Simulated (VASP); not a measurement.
# AgBr in VASP: further runs

Runs on AgBr. Level: PBEsol. Tasks: single point.

All numbers are computed with VASP 6.6.1; they aren't measurements. Logs are shortened: lines on timing, memory, paths and dates and some standing lists are left out, and cuts for length are marked.

**1. The cell of the first run**

It takes space group Fm-3m (No. 225, cubic). Conventional cell: a = 5.704 Å, b = 5.704 Å, c = 5.704 Å, α = 90.00°, β = 90.00°, γ = 90.00°. Ag (site symmetry m-3m) has 6 Br at 2.85 Å within 3.8 Å. Br (site symmetry m-3m) has 6 Ag at 2.85 Å within 3.8 Å.

**2. Single point, PBEsol, non-collinear spin, zero start, spin-orbit coupling**

Input file INCAR:

```
SYSTEM = AgBr
ALGO     = Normal         ! electronic algorithm
EDIFF    = 1E-6           ! SCF threshold, eV
ENCUT    = 500            ! plane-wave cutoff, eV
GGA      = PS             ! functional
GGA_COMPAT= .False.      
ISIF     = 2              ! what is computed and relaxed
ISMEAR   = -1             ! smearing method
LASPH    = .True.         ! aspherical terms in the spheres
LCHARG   = .False.        ! write CHGCAR
LMAXMIX  = 4              ! l up to which the mixer works
LNONCOLLINEAR= .True.         ! non-collinear magnetism
LORBIT   = 11             ! projections on sites
LORBMOM  = .True.       
LREAL    = .False.        ! projectors in reciprocal space
LSORBIT  = .True.         ! spin-orbit coupling
LWAVE    = .False.        ! write WAVECAR
MAGMOM   = 0 0 0 0 0 0    ! initial moments
NBANDS   = 30             ! bands
NELM     = 200            ! most SCF steps
PREC     = Accurate       ! precision mode
SIGMA    = 0.01           ! smearing width, eV
```

Input file KPOINTS:

```
k-points
0
Gamma
  6 6 6
  0 0 0
```

Input file POSCAR:

```
AgBr
1.0
    0.0000000000      2.8518779479      2.8518779479
    2.8518779479      0.0000000000      2.8518779479
    2.8518779479      2.8518779479      0.0000000000
Ag Br
1 1
Direct
    0.0000000000      0.0000000000      0.0000000000
    0.5000000000      0.5000000000      0.5000000000
```

Potentials or basis: VASP PAW PBE potentials, release 64 (Ag, Br).

Run with:

```sh
$ cat potpaw_PBE.64/Ag/POTCAR potpaw_PBE.64/Br/POTCAR > POTCAR
$ mpirun -np 1 vasp_ncl > vasp.out
```

OUTCAR:

```text
SYSTEM = AgBr
   EDIFF = 1E-6
   ENCUT = 500
   GGA = PS
   ISIF = 2
   ISMEAR = -1
   LASPH = .True.
   LNONCOLLINEAR = .True.
   LORBIT = 11
   LREAL = .False.
   LSORBIT = .True.
   NELM = 200
   PREC = Accurate

 ion  position               nearest neighbor table
   1  0.000  0.000  0.000-   2 2.85   2 2.85   2 2.85   2 2.85   2 2.85   2 2.85
   2  0.500  0.500  0.500-   1 2.85   1 2.85   1 2.85   1 2.85   1 2.85   1 2.85

  LATTYP: Found a face centered cubic cell.
 ALAT       =     5.7037558958

  Lattice vectors:

 A1 = (   0.0000000000,   2.8518779479,   2.8518779479)
 A2 = (   2.8518779479,   0.0000000000,   2.8518779479)
 A3 = (   2.8518779479,   2.8518779479,   0.0000000000)

Analysis of symmetry for initial positions (statically):
=====================================================================
 Subroutine PRICEL returns:
 Original cell was already a primitive cell.

 Routine SETGRP: Setting up the symmetry group for a
 face centered cubic supercell.

 Subroutine GETGRP returns: Found 48 space group operations
 (whereof 48 operations were pure point group operations)
 out of a pool of 48 trial point group operations.

The static configuration has the point symmetry O_h .

Analysis of symmetry for dynamics (positions and initial velocities):
=====================================================================
 Subroutine PRICEL returns:
 Original cell was already a primitive cell.

 Routine SETGRP: Setting up the symmetry group for a
 face centered cubic supercell.

 Subroutine GETGRP returns: Found 48 space group operations
 (whereof 48 operations were pure point group operations)
 out of a pool of 48 trial point group operations.

The dynamic configuration has the point symmetry O_h .

Analysis of structural, dynamic, and magnetic symmetry:
=====================================================================
 Subroutine PRICEL returns:
 Original cell was already a primitive cell.

 Routine SETGRP: Setting up the symmetry group for a
 face centered cubic supercell.

 Subroutine GETGRP returns: Found 48 space group operations
 (whereof 48 operations were pure point group operations)
 out of a pool of 48 trial point group operations.

The overall configuration has the point symmetry O_h .

 Subroutine INISYM returns: Found 48 space group operations
 (whereof 48 operations are pure point group operations),
 and found     1 'primitive' translations

----------------------------------------------------------------------------------------

                                     Primitive cell

  volume of cell :      46.3898

  direct lattice vectors                    reciprocal lattice vectors
     0.000000000  2.851877948  2.851877948    -0.175323071  0.175323071  0.175323071
     2.851877948  0.000000000  2.851877948     0.175323071 -0.175323071  0.175323071
     2.851877948  2.851877948  0.000000000     0.175323071  0.175323071 -0.175323071

  length of vectors
     4.033164472  4.033164472  4.033164472     0.303668467  0.303668467  0.303668467

  position of ions in fractional coordinates (direct lattice)
     0.000000000  0.000000000  0.000000000
     0.500000000  0.500000000  0.500000000

  ion indices of the primitive-cell ions
   primitive index   ion index
                 1           1
                 2           2

----------------------------------------------------------------------------------------

 KPOINTS: k-points

Automatic generation of k-mesh.
 Grid dimensions read from file:
 generate k-points for:    6    6    6

 Generating k-lattice:

  Cartesian coordinates                     Fractional coordinates (reciprocal lattice)
    -0.029220512  0.029220512  0.029220512     0.166666667  0.000000000  0.000000000
     0.029220512 -0.029220512  0.029220512     0.000000000  0.166666667  0.000000000
     0.029220512  0.029220512 -0.029220512     0.000000000  0.000000000  0.166666667

  Length of vectors
     0.050611411  0.050611411  0.050611411
[... 85 lines left out ...]

 number of electron      17.9999999 magnetization       0.0000000      0.0000000     -0.0000000

 Free energy of the ion-electron system (eV)
  ---------------------------------------------------
  ext. energy  EPLUGINS =         0.00000000
  ---------------------------------------------------
  free energy    TOTEN  =        -5.74368719 eV

  energy without entropy =       -5.74368719  energy(sigma->0) =       -5.74368719

 E-fermi :   4.0182     XC(G=0): -10.1850

 val. band max:        3.8209347099   @ k =   0.5000   0.0000   0.0000
 cond. band min:       4.2371835703   @ k =   0.0000   0.0000   0.0000
 fundamental gap:      0.4162488604
 Fermi energy:         4.0182112144

 k-point     1 :       0.0000    0.0000    0.0000
  band No.  band energies     occupation
      1     -11.5003      1.00000
      2     -11.5003      1.00000
      3       0.5102      1.00000
      4       0.5102      1.00000
      5       0.5102      1.00000
      6       0.5102      1.00000
[... 517 lines left out ...]
     29      17.3500      0.00000
     30      17.3500      0.00000

------------------------ aborting loop because EDIFF is reached ----------------------------------------

  FORCE on cell =-STRESS in cart. coord.  units (eV):
  Direction    XX          YY          ZZ          XY          YZ          ZX
  --------------------------------------------------------------------------------------
  -------------------------------------------------------------------------------------
  Total       -0.2294644     -0.2294644     -0.2294644     -0.0000000     -0.0000000      0.0000000
  in kB       -7.9250690     -7.9250690     -7.9250690     -0.0000000     -0.0000000      0.0000000
  external PRESSURE =      -7.9250690 kB  Pullay stress =       0.0000000 kB

 VOLUME and BASIS-vectors are now :
 -----------------------------------------------------------------------------
  energy-cutoff  :      500.00
  volume of cell :       46.39
      direct lattice vectors                 reciprocal lattice vectors
     0.000000000  2.851877948  2.851877948    -0.175323071  0.175323071  0.175323071
     2.851877948  0.000000000  2.851877948     0.175323071 -0.175323071  0.175323071
     2.851877948  2.851877948  0.000000000     0.175323071  0.175323071 -0.175323071

 POSITION                                       TOTAL-FORCE (eV/Angst)
 -----------------------------------------------------------------------------------
      0.00000      0.00000      0.00000         0.000000      0.000000      0.000000
      2.85188      2.85188      2.85188        -0.000000     -0.000000     -0.000000
 -----------------------------------------------------------------------------------
    total drift:                               -0.000000      0.000000      0.000000

  FREE ENERGIE OF THE ION-ELECTRON SYSTEM (eV)
  ---------------------------------------------------
  free  energy   TOTEN  =        -5.7436871947 eV

  energy  without entropy=       -5.7436871946  energy(sigma->0) =       -5.74368719

 orbital moment (x)

 # of ion     p       d       tot
 ----------------------------------------
  1         0.000  -0.000  -0.000
  2         0.000   0.000   0.000
 ----------------------------------------
            0.000  -0.000  -0.000

 orbital moment (y)

 # of ion     p       d       tot
 ----------------------------------------
  1         0.000   0.000   0.000
  2         0.000  -0.000  -0.000
 ----------------------------------------
            0.000   0.000   0.000

 orbital moment (z)

 # of ion     p       d       tot
 ----------------------------------------
  1         0.000   0.000   0.000
  2         0.000   0.000   0.000
 ----------------------------------------
            0.000   0.000   0.000

 Spin-Orbit-Coupling matrix elements

 Ion:    1  E_soc:     -0.0403637
 l=   1
     0.0000000    -0.0011501    -0.0011501
    -0.0011501     0.0000000    -0.0011501
    -0.0011501    -0.0011501     0.0000000
 l=   2
     0.0000000    -0.0011247     0.0000000    -0.0011247    -0.0044524
    -0.0011247     0.0000000    -0.0033393    -0.0011247    -0.0011131
     0.0000000    -0.0033393     0.0000000    -0.0033393     0.0000000
    -0.0011247    -0.0011247    -0.0033393     0.0000000    -0.0011131
    -0.0044524    -0.0011131     0.0000000    -0.0011131     0.0000000
 l=   3
     0.0000000     0.0000000     0.0000000     0.0000000     0.0000000     0.0000000     0.0000000
     0.0000000     0.0000000     0.0000000     0.0000000     0.0000000     0.0000000     0.0000000
     0.0000000     0.0000000     0.0000000     0.0000000     0.0000000     0.0000000     0.0000000
     0.0000000     0.0000000     0.0000000     0.0000000     0.0000000     0.0000000     0.0000000
     0.0000000     0.0000000     0.0000000     0.0000000     0.0000000     0.0000000     0.0000000
     0.0000000     0.0000000     0.0000000     0.0000000     0.0000000     0.0000000     0.0000000
     0.0000000     0.0000000     0.0000000     0.0000000     0.0000000     0.0000000     0.0000000

 Ion:    2  E_soc:     -0.0575665
 l=   1
     0.0000000    -0.0095803    -0.0095803
    -0.0095803     0.0000000    -0.0095803
    -0.0095803    -0.0095803     0.0000000
 l=   2
     0.0000000     0.0000004     0.0000000     0.0000004    -0.0000145
     0.0000004     0.0000000    -0.0000109     0.0000004    -0.0000036
     0.0000000    -0.0000109     0.0000000    -0.0000109     0.0000000
     0.0000004     0.0000004    -0.0000109     0.0000000    -0.0000036
    -0.0000145    -0.0000036     0.0000000    -0.0000036     0.0000000
 l=   3
     0.0000000     0.0000000     0.0000000     0.0000000     0.0000000     0.0000000     0.0000000
     0.0000000     0.0000000     0.0000000     0.0000000     0.0000000     0.0000000     0.0000000
     0.0000000     0.0000000     0.0000000     0.0000000     0.0000000     0.0000000     0.0000000
     0.0000000     0.0000000     0.0000000     0.0000000     0.0000000     0.0000000     0.0000000
     0.0000000     0.0000000     0.0000000     0.0000000     0.0000000     0.0000000     0.0000000
     0.0000000     0.0000000     0.0000000     0.0000000     0.0000000     0.0000000     0.0000000
     0.0000000     0.0000000     0.0000000     0.0000000     0.0000000     0.0000000     0.0000000

 total charge

# of ion       s       p       d       tot
------------------------------------------
    1        0.235   0.163   9.338   9.737
    2        1.609   3.169   0.030   4.808
--------------------------------------------------
tot          1.845   3.332   9.368  14.544

 magnetization (x)

# of ion       s       p       d       tot
------------------------------------------
    1        0.000   0.000   0.000   0.000
    2       -0.000   0.000   0.000  -0.000
--------------------------------------------------
tot         -0.000   0.000   0.000  -0.000

 magnetization (y)

# of ion       s       p       d       tot
------------------------------------------
    1        0.000   0.000   0.000   0.000
    2        0.000  -0.000   0.000  -0.000
--------------------------------------------------
tot          0.000  -0.000   0.000  -0.000

 magnetization (z)

# of ion       s       p       d       tot
------------------------------------------
    1        0.000   0.000   0.000   0.000
    2       -0.000  -0.000   0.000  -0.000
--------------------------------------------------
tot         -0.000   0.000   0.000   0.000
```

It took 29 s on 1 thread of AMD EPYC 9R45 (Zen 5), shared host; peak memory 0.25 GiB.

Results:

```
Free energy                                           : -5.7437 eV
Pressure                                              : -0.8 GPa
Net moment                                            : 0.00 μB per cell
Valence electrons inside the program's atomic spheres : Ag 9.74; Br 4.81
```

Moments on the atoms (μB; x, y, z):
```
Ag  0.00 0.00 0.00
Br  0.00 0.00 0.00
```

Caveat: the PAW data sets were made with another functional, which shifts forces and pressure a little.

[end of part 1 of 2]
